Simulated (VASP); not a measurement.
# CdSe (F-43m) in VASP: further runs

CdSe is run at these levels: PBEsol, PBE; tasks: relaxation of cell and atoms, single point.

Everything below comes from runs of VASP 6.6.1. Logs are shortened: lines on timing, memory, paths and dates and some standing lists are left out, and cuts for length are marked.

## 1. The cell of the first run

It takes space group F-43m (No. 216, cubic). Conventional cell: a = 6.141 Å, b = 6.141 Å, c = 6.141 Å, α = 90.00°, β = 90.00°, γ = 90.00°. Within 3.5 Å of Cd (site symmetry -43m) lie 4 Se at 2.66 Å. Se (site symmetry -43m) has 4 Cd at 2.66 Å within 3.5 Å.

## 2. Relaxation of cell and atoms, PBEsol, target pressure 20 GPa, at which the enthalpy is minimised

Contents of INCAR:

```
SYSTEM = CdSe
PREC = Accurate
ENCUT = 600
EDIFF = 1E-7
ISMEAR = -1
SIGMA = 0.05
LREAL = .False.
LASPH = .True.
NELM = 100
ALGO = Normal
ISIF = 3
LWAVE = .False.
LCHARG = .False.
GGA = PS
IBRION = 2
NSW = 80
EDIFFG = -0.01
PSTRESS = 200.0
```

Contents of KPOINTS:

```
regular mesh
0
Gamma
  8 8 8
  0 0 0
```

Contents of POSCAR:

```
CdSe
1.0
    0.0000000000      3.0702711986      3.0702711986
    3.0702711986      0.0000000000      3.0702711986
    3.0702711986      3.0702711986      0.0000000000
Cd Se
1 1
Direct
    0.0000000000      0.0000000000      0.0000000000
    0.2500000000      0.2500000000      0.2500000000
```

Potentials or basis: VASP PAW PBE potentials, release 64 (Cd, Se).

Launch:

```console
cat potpaw_PBE.64/Cd/POTCAR potpaw_PBE.64/Se/POTCAR > POTCAR
mpirun -np 1 vasp_std > vasp.out
```

OUTCAR:

```text
SYSTEM = CdSe
   PREC = Accurate
   ENCUT = 600
   EDIFF = 1E-7
   ISMEAR = -1
   LREAL = .False.
   LASPH = .True.
   NELM = 100
   ISIF = 3
   GGA = PS
   IBRION = 2
   NSW = 80
   EDIFFG = -0.01
   PSTRESS = 200.0

 ion  position               nearest neighbor table
   1  0.000  0.000  0.000-   2 2.66   2 2.66   2 2.66   2 2.66
   2  0.250  0.250  0.250-   1 2.66   1 2.66   1 2.66   1 2.66

  LATTYP: Found a face centered cubic cell.
 ALAT       =     6.1405423972

  Lattice vectors:

 A1 = (   0.0000000000,   3.0702711986,   3.0702711986)
 A2 = (   3.0702711986,   0.0000000000,   3.0702711986)
 A3 = (   3.0702711986,   3.0702711986,   0.0000000000)

Analysis of symmetry for initial positions (statically):
=====================================================================
 Subroutine PRICEL returns:
 Original cell was already a primitive cell.

 Routine SETGRP: Setting up the symmetry group for a
 face centered cubic supercell.

 Subroutine GETGRP returns: Found 24 space group operations
 (whereof 24 operations were pure point group operations)
 out of a pool of 48 trial point group operations.

The static configuration has the point symmetry T_d .

Analysis of symmetry for dynamics (positions and initial velocities):
=====================================================================
 Subroutine PRICEL returns:
 Original cell was already a primitive cell.

 Routine SETGRP: Setting up the symmetry group for a
 face centered cubic supercell.

 Subroutine GETGRP returns: Found 24 space group operations
 (whereof 24 operations were pure point group operations)
 out of a pool of 48 trial point group operations.

The dynamic configuration has the point symmetry T_d .

 Subroutine INISYM returns: Found 24 space group operations
 (whereof 24 operations are pure point group operations),
 and found     1 'primitive' translations

----------------------------------------------------------------------------------------

                                     Primitive cell

  volume of cell :      57.8842

  direct lattice vectors                    reciprocal lattice vectors
     0.000000000  3.070271199  3.070271199    -0.162852063  0.162852063  0.162852063
     3.070271199  0.000000000  3.070271199     0.162852063 -0.162852063  0.162852063
     3.070271199  3.070271199  0.000000000     0.162852063  0.162852063 -0.162852063

  length of vectors
     4.342019169  4.342019169  4.342019169     0.282068048  0.282068048  0.282068048

  position of ions in fractional coordinates (direct lattice)
     0.000000000  0.000000000  0.000000000
     0.250000000  0.250000000  0.250000000

  ion indices of the primitive-cell ions
   primitive index   ion index
                 1           1
                 2           2

----------------------------------------------------------------------------------------

 KPOINTS: regular mesh

Automatic generation of k-mesh.
 Grid dimensions read from file:
 generate k-points for:    8    8    8

 Generating k-lattice:

  Cartesian coordinates                     Fractional coordinates (reciprocal lattice)
    -0.020356508  0.020356508  0.020356508     0.125000000  0.000000000  0.000000000
     0.020356508 -0.020356508  0.020356508     0.000000000  0.125000000  0.000000000
     0.020356508  0.020356508 -0.020356508     0.000000000  0.000000000  0.125000000

  Length of vectors
     0.035258506  0.035258506  0.035258506

  Shift w.r.t. Gamma in fractional coordinates (k-lattice)
     0.000000000  0.000000000  0.000000000

 Subroutine IBZKPT returns following result:
 ===========================================

 Found     29 irreducible k-points:

 Following reciprocal coordinates:
            Coordinates               Weight
  0.000000  0.000000  0.000000      1.000000
  0.125000  0.000000  0.000000      8.000000
  0.250000  0.000000  0.000000      8.000000
  0.375000  0.000000  0.000000      8.000000
  0.500000  0.000000  0.000000      4.000000
  0.125000  0.125000  0.000000      6.000000
[... 16 lines left out ...]
  0.500000  0.250000  0.125000     48.000000
 -0.375000  0.250000  0.125000     24.000000
 [... further k-points ...]
   k-points           NKPTS =     29   k-points in BZ     NKDIM =     29   number of bands    NBANDS=     13
   number of dos      NEDOS =    301   number of ions     NIONS =      2
   total plane-waves  NPLWV =  46656
   dimension x,y,z NGX =    36 NGY =   36 NGZ =   36
   dimension x,y,z NGXF=    72 NGYF=   72 NGZF=   72
   ions per type =               1   1
   NGX,Y,Z   is equivalent  to a cutoff of  13.78, 13.78, 13.78 a.u.
   NGXF,Y,Z  is equivalent  to a cutoff of  27.57, 27.57, 27.57 a.u.
 SYSTEM =  CdSe
   PREC   = accura    normal or accurate (medium, high low for compatibility)
   ISTART =      0    job   : 0-new  1-cont  2-samecut
   ICHARG =      2    charge: 1-file 2-atom 10-const
   ISPIN  =      1    spin polarized calculation?
   LNONCOLLINEAR =      F non collinear calculations
   LSORBIT =      F    spin-orbit coupling
   LASPH  =      T    aspherical Exc in radial PAW
   ENCUT  =  600.0 eV  44.10 Ry    6.64 a.u.   8.67  8.67  8.67*2*pi/ulx,y,z
   NELM   =    100;   NELMIN=  2; NELMDL= -5     # of ELM steps
   EDIFF  = 0.1E-06   stopping-criterion for ELM
   LREAL  =      F    real-space projection
   EDIFFG = -.1E-01   stopping-criterion for IOM
   NSW    =     80    number of steps for IOM
   IBRION =      2    ionic relax: 0-MD 1-quasi-New 2-CG
   NFREE  =      1    steps in history (QN), initial steepest desc. (CG)
   ISIF   =      3    stress and relaxation
   ISYM   =      2    0-nonsym 1-usesym 2-fastsym
   POTIM  = 0.5000    time-step for ionic-motion
   TEBEG  =    0.0;   TEEND  =   0.0 temperature during run
   PSTRESS=  200.0 pullay stress
   NELECT =      18.0000    total number of electrons
   NUPDOWN=      -1.0000    fix difference up-down
   EMIN   =  10.00;   EMAX   =-10.00  energy-range for DOS
   EFERMI =   0.00;   METHOD = LEGACY
   ISMEAR =    -1;   SIGMA  =   0.05  broadening in eV -4-tet -1-fermi 0-gaus
   EFERMI_NEDOS =   21; number of points for ismear=-14 and -15
   IALGO  =     38    algorithm
   IMIX   =      4    mixing-type and parameters
     AMIX     =   0.40;   BMIX     =  1.00
     AMIX_MAG =   1.60;   BMIX_MAG =  1.00
  volume/ion in A,a.u.               =      28.94       195.31
  Fermi-wavevector in a.u.,A,eV,Ry     =   1.109121  2.095935 16.737199  1.230149
  Thomas-Fermi vector in A             =   2.245657
   LORBIT       =      0    0 simple, 1 ext, 2 COOP (PROOUT), +10 PAW based schemes
   GGA     = PS    functional components
   LHFCALC =     F    Hartree Fock is set to
   AEXX    =    0.0000 exact exchange contribution
   IVDW    =     0    specifies the selected vdW correction
   LEPSILON=     F    determine dielectric tensor
   LRPA    =     F    only Hartree local field effects (RPA)
 conjugate gradient relaxation of ions
 non-spin polarized calculation
  energy-cutoff  :      600.00
  volume of cell :       57.88
 maximum number of plane-waves:      1964
   NGX = 17   NGY = 17   NGZ = 17

--------------------------------------- Ionic step        1  -------------------------------------------

 number of electron      17.9999997 magnetization

 Free energy of the ion-electron system (eV)
  ---------------------------------------------------
  ext. energy  EPLUGINS =         0.00000000
  ---------------------------------------------------
  free energy    TOTEN  =        -6.17287500 eV

  energy without entropy =       -6.17280617  energy(sigma->0) =       -6.17284059

 E-fermi :   0.8426     XC(G=0):  -8.9693

 val. band max:        0.5893220269   @ k =   0.0000   0.0000   0.0000
 cond. band min:       1.0157005148   @ k =   0.0000   0.0000   0.0000
 fundamental gap:      0.4263784878
 Fermi energy:         0.8426489126

 k-point     1 :       0.0000    0.0000    0.0000
  band No.  band energies     occupation
      1     -11.8770      2.00000
      2      -7.2298      2.00000
      3      -7.2298      2.00000
      4      -7.2298      2.00000
      5      -6.8788      2.00000
      6      -6.8788      2.00000
      7       0.5893      1.98747
      8       0.5893      1.98747
      9       0.5893      1.98747
     10       1.0157      0.06088
     11       6.4429      0.00000
     12       6.4429      0.00000
     13       6.4429      0.00000

 k-point     2 :       0.1250    0.0000    0.0000
  band No.  band energies     occupation
      1     -11.8260      2.00000
      2      -7.2137      2.00000
      3      -7.2137      2.00000
      4      -7.1842      2.00000
      5      -6.8797      2.00000
      6      -6.8797      2.00000
      7      -0.6432      2.00000
      8       0.4689      1.99887
      9       0.4689      1.99887
     10       2.0506      0.00000
     11       6.2111      0.00000
     12       6.6402      0.00000
     13       6.6402      0.00000
[... 872 lines left out ...]
 VOLUME and BASIS-vectors are now :
 -----------------------------------------------------------------------------
  energy-cutoff  :      600.00
  volume of cell :       45.53
      direct lattice vectors                 reciprocal lattice vectors
     0.000000000  2.834166431  2.834166431    -0.176418715  0.176418715  0.176418715
     2.834166431  0.000000000  2.834166431     0.176418715 -0.176418715  0.176418715
     2.834166431  2.834166431  0.000000000     0.176418715  0.176418715 -0.176418715

 POSITION                                       TOTAL-FORCE (eV/Angst)
 -----------------------------------------------------------------------------------
      0.00000      2.83417      2.83417         0.000000      0.000000      0.000000
      1.41708      1.41708      1.41708        -0.000000     -0.000000     -0.000000
 -----------------------------------------------------------------------------------
    total drift:                                0.000000      0.000000      0.000000

  FREE ENERGIE OF THE ION-ELECTRON SYSTEM (eV)
  ---------------------------------------------------
  free  energy   TOTEN  =        -5.6498711956 eV

  energy  without entropy=       -5.6498701423  energy(sigma->0) =       -5.64987067

  enthalpy is  TOTEN    =         0.0337543610 eV   P V=        5.6836255565

--------------------------------------- Ionic step        5  -------------------------------------------

 number of electron      18.0000000 magnetization

 Free energy of the ion-electron system (eV)
  ---------------------------------------------------
  ext. energy  EPLUGINS =         0.00000000
  ---------------------------------------------------
  free energy    TOTEN  =        -5.60285879 eV

  energy without entropy =       -5.60285788  energy(sigma->0) =       -5.60285834

 E-fermi :   3.3414     XC(G=0): -10.1413

 val. band max:        2.8618619986   @ k =   0.0000   0.0000   0.0000
 cond. band min:       3.7603182540   @ k =   0.0000   0.0000   0.0000
 fundamental gap:      0.8984562553
 Fermi energy:         3.3413924933

 k-point     1 :       0.0000    0.0000    0.0000
  band No.  band energies     occupation
      1     -11.3019      2.00000
      2      -6.1325      2.00000
      3      -6.1325      2.00000
      4      -6.1325      2.00000
      5      -5.4557      2.00000
      6      -5.4557      2.00000
      7       2.8619      1.99986
      8       2.8619      1.99986
      9       2.8619      1.99986
     10       3.7603      0.00046
     11       8.5973      0.00000
     12       8.5973      0.00000
     13       8.5973      0.00000

 k-point     2 :       0.1250    0.0000    0.0000
  band No.  band energies     occupation
      1     -11.2144      2.00000
      2      -6.1023      2.00000
      3      -6.1023      2.00000
      4      -6.0807      2.00000
      5      -5.4584      2.00000
      6      -5.4584      2.00000
      7       1.4284      2.00000
      8       2.6644      2.00000
      9       2.6644      2.00000
     10       4.7857      0.00000
     11       8.4883      0.00000
     12       8.8740      0.00000
     13       8.8740      0.00000
[... 365 lines left out ...]
 VOLUME and BASIS-vectors are now :
 -----------------------------------------------------------------------------
  energy-cutoff  :      600.00
  volume of cell :       45.14
      direct lattice vectors                 reciprocal lattice vectors
     0.000000000  2.826104292  2.826104292    -0.176921992  0.176921992  0.176921992
     2.826104292  0.000000000  2.826104292     0.176921992 -0.176921992  0.176921992
     2.826104292  2.826104292  0.000000000     0.176921992  0.176921992 -0.176921992

 POSITION                                       TOTAL-FORCE (eV/Angst)
 -----------------------------------------------------------------------------------
      0.00000      0.00000      0.00000        -0.000000     -0.000000     -0.000000
      1.41305      1.41305      1.41305         0.000000      0.000000      0.000000
 -----------------------------------------------------------------------------------
    total drift:                                0.000000      0.000000      0.000000

  FREE ENERGIE OF THE ION-ELECTRON SYSTEM (eV)
  ---------------------------------------------------
  free  energy   TOTEN  =        -5.6028587933 eV

  energy  without entropy=       -5.6028578774  energy(sigma->0) =       -5.60285834

  enthalpy is  TOTEN    =         0.0324012615 eV   P V=        5.6352600548

 reached required accuracy - stopping structural energy minimisation
```

Run time: 2.4 min. Hardware: 1 thread of Intel Xeon Platinum 8488C (Sapphire Rapids), shared host; peak memory 0.22 GiB.

What came out:

| Item | Value |
| --- | --- |
| Free energy | -5.6029 eV |
| Relaxed volume | 22.57 Å³/atom |
| Relaxed cell | a = 3.997 Å, b = 3.997 Å, c = 3.997 Å, α = 60.00°, β = 60.00°, γ = 60.00° |
| Space group after relaxing (to 0.05 Å) | F-43m (No. 216) |
| Energy change on relaxing (the enthalpy is what falls) | +285.0 meV/atom |
| Ionic steps | 5 |
| Pressure after relaxing | 20.0 GPa |
| Band gap on the k mesh | 0.90 eV, direct |

Step by step:
```
step  energy change (eV)  largest force (eV/Å)  pressure (GPa)  volume (Å³)
   1              0.0000                0.0000           -1.15        57.88
   2              5.5067                0.0000          122.51        31.41
   3              0.4437                0.0000           16.90        46.24
   4              0.5230                0.0000           18.87        45.53
   5              0.5700                0.0000           20.02        45.14
```

Final structure:
```xyz
2
Lattice="0.0000 2.8261 2.8261 2.8261 0.0000 2.8261 2.8261 2.8261 0.0000" Properties=species:S:1:pos:R:3 pbc="T T T"
Cd    0.0000    0.0000    0.0000
Se    1.4131    1.4131    1.4131
```

Levels at points of the mesh, in eV from the valence-band top:
```tsv
k point	band 5	band 6	band 7	band 8	band 9	band 10	band 11	band 12	band 13
(0.00, 0.00, 0.00)	-8.32	-8.32	0.00	0.00	0.00	0.90	5.74	5.74	5.74
(0.50, 0.00, 0.00)	-8.27	-7.82	-5.98	-1.14	-1.14	2.48	6.30	6.30	7.69
(0.50, 0.50, 0.00)	-8.21	-7.73	-5.26	-2.78	-2.78	2.49	3.67	10.19	11.45
```

Caveat: the cell is relaxed towards a set pressure, so the enthalpy falls and the energy may rise; the volume moved by over 15 % at a fixed basis, so the end points are rough; the PAW data sets were made with another functional, which shifts forces and pressure a little. A hybrid or GW would open this gap; PBEsol tends to underestimate it.

## 3. Relaxation of cell and atoms, PBEsol, target pressure 30 GPa, at which the enthalpy is minimised

Edit INCAR of step 2 so:

```diff
@@ -8,3 +8,3 @@
 LASPH = .True.
-NELM = 100
+NELM = 80
 ALGO = Normal
@@ -17,2 +17,2 @@
 EDIFFG = -0.01
-PSTRESS = 200.0
+PSTRESS = 300.0
```

KPOINTS is that of step 2.

POSCAR is that of step 2.

Potentials or basis: VASP PAW PBE potentials, release 64 (Cd, Se).

Launch:

```console
cat potpaw_PBE.64/Cd/POTCAR potpaw_PBE.64/Se/POTCAR > POTCAR
mpirun -np 1 vasp_std > vasp.out
```

Wall time 4.9 min (1 thread of Intel Xeon Platinum 8488C (Sapphire Rapids), shared host); peak memory 0.23 GiB.

The run converged. Its results:

| Property | Result |
| --- | --- |
| Free energy | -5.1658 eV |
| Relaxed volume | 21.16 Å³/atom |
| Relaxed cell | a = 3.911 Å, b = 3.911 Å, c = 3.911 Å, α = 60.00°, β = 60.00°, γ = 60.00° |
| Space group after relaxing (to 0.05 Å) | F-43m (No. 216) |
| Energy change on relaxing (the enthalpy is what falls) | +503.5 meV/atom |
| Ionic steps | 16 |
| Pressure after relaxing | 30.0 GPa |
| Band gap on the k mesh | 1.01 eV, direct |

Step by step:
| step | energy change (eV) | largest force (eV/Å) | pressure (GPa) | volume (Å³) |
| --- | --- | --- | --- | --- |
| 1 | 0.0000 | 0.0000 | -1.15 | 57.88 |
| 2 | 19.0027 | 0.0000 | 426.00 | 22.38 |
| 3 | 0.5988 | 0.0000 | 20.72 | 44.92 |
| 4 | 0.7750 | 0.0000 | 24.82 | 43.67 |
| 5 | 1.0169 | 0.0000 | 30.22 | 42.26 |
| 6 | 0.9649 | 0.0000 | 29.07 | 42.54 |
| 7 | 0.9676 | 0.0000 | 29.14 | 42.53 |
| 8 | 0.9756 | 0.0000 | 29.33 | 42.48 |
| 9 | 0.9757 | 0.0000 | 29.31 | 42.48 |
| 10 | 0.9761 | 0.0000 | 29.32 | 42.48 |
| 11 | 0.9769 | 0.0000 | 29.34 | 42.48 |
| 12 | 0.9785 | 0.0000 | 29.38 | 42.47 |
| 13 | 0.9817 | 0.0000 | 29.45 | 42.45 |
| 14 | 0.9881 | 0.0000 | 29.60 | 42.42 |
| 15 | 1.0010 | 0.0000 | 29.87 | 42.35 |
| 16 | 1.0070 | 0.0000 | 30.02 | 42.31 |

Final structure:
```cif
data_structure
_symmetry_space_group_name_H-M 'P 1'
_symmetry_Int_Tables_number 1
_cell_length_a 3.9114
_cell_length_b 3.9114
_cell_length_c 3.9114
_cell_angle_alpha 60.000
_cell_angle_beta 60.000
_cell_angle_gamma 60.000
_cell_volume 42.31
loop_
_atom_site_label
_atom_site_type_symbol
_atom_site_fract_x
_atom_site_fract_y
_atom_site_fract_z
_atom_site_occupancy
Cd1 Cd 0.00000 0.00000 0.00000 1
Se1 Se 0.25000 0.25000 0.25000 1
```

Levels at points of the mesh, in eV from the valence-band top:
```
           k point  band 6  band 7  band 8  band 9  band 10  band 11  band 12  band 13
(0.00, 0.00, 0.00)   -8.66    0.00    0.00    0.00     1.01     5.66     5.66     5.66
(0.50, 0.00, 0.00)   -8.09   -6.52   -1.28   -1.28     2.51     6.24     6.24     7.74
(0.50, 0.50, 0.00)   -8.00   -5.64   -3.11   -3.11     2.31     3.59    10.60    11.84
```

Caveat: the cell is relaxed towards a set pressure, so the enthalpy falls and the energy may rise; the volume moved by over 15 % at a fixed basis, so the end points are rough; the PAW data sets were made with another functional, which shifts forces and pressure a little.

## 4. Single point, PBE

Contents of INCAR:

```
PREC = Accurate
ENCUT = 520
EDIFF = 1E-6
ISMEAR = -1
SIGMA = 0.02
LREAL = F
LASPH = T
NELM = 100
ALGO = Normal
ISIF = 2
LWAVE = F
LCHARG = T
GGA = PE
LELF = T
LVHAR = T
NBANDS = 16
```

Contents of KPOINTS:

```
Automatic mesh
0
Gamma
  4 4 4
```

POSCAR is that of step 3.

Launch:

```console
cat potpaw_PBE.64/Cd/POTCAR potpaw_PBE.64/Se/POTCAR > POTCAR
mpirun -np 1 vasp_std > vasp.out
```

Run time: 12 s. Hardware: 1 thread of AMD EPYC 7R43 (Zen 3), shared host; peak memory 0.14 GiB.

The run converged. Its results:

```
Free energy            : -5.4434 eV
Pressure               : 1.8 GPa
Band gap on the k mesh : 0.53 eV, direct
```

Levels at points of the mesh, in eV from the valence-band top:
```
           k point  band 7  band 8  band 9  band 10  band 11  band 12
(0.00, 0.00, 0.00)    0.00    0.00    0.00     0.53     5.91     5.91
(0.50, 0.00, 0.00)   -4.24   -0.71   -0.71     2.34     6.42     6.42
(0.50, 0.50, 0.00)   -3.97   -1.76   -1.76     3.17     3.71     8.98
```

Caveat: the k points lie up to 0.44 Å⁻¹ apart. As with any semilocal functional, this PBE gap is likely too small.

## 5. The runs side by side

| task | level | cell | k mesh | cutoff (eV) | smearing | gap on the mesh (eV) | pressure (GPa) |
| --- | --- | --- | --- | --- | --- | --- | --- |
| relaxation of cell and atoms | PBEsol | relaxed to 20 GPa | 8 × 8 × 8 | 600 | fermi-dirac 0.05 eV | 0.90 | 20.0 |
| relaxation of cell and atoms | PBEsol | relaxed to 30 GPa | 8 × 8 × 8 | 600 | fermi-dirac 0.05 eV | 1.01 | 30.0 |
| single point | PBE | as given | 4 × 4 × 4 | 520 | fermi-dirac 0.02 eV | 0.53 | 1.8 |

Alike in all rows: potentials or basis VASP PAW PBE potentials, release 64 (Cd, Se); no spin polarisation.

Caveats: some runs use coarse meshes; the cell is relaxed towards a set pressure, so the enthalpy falls and the energy may rise (some runs); the volume moved by over 15 % at a fixed basis, so the end points are rough (some runs); the PAW data sets were made with another functional, which shifts forces and pressure a little (some runs).

Total energies depend on the potentials used, so only differences within one code and one set of settings carry meaning.
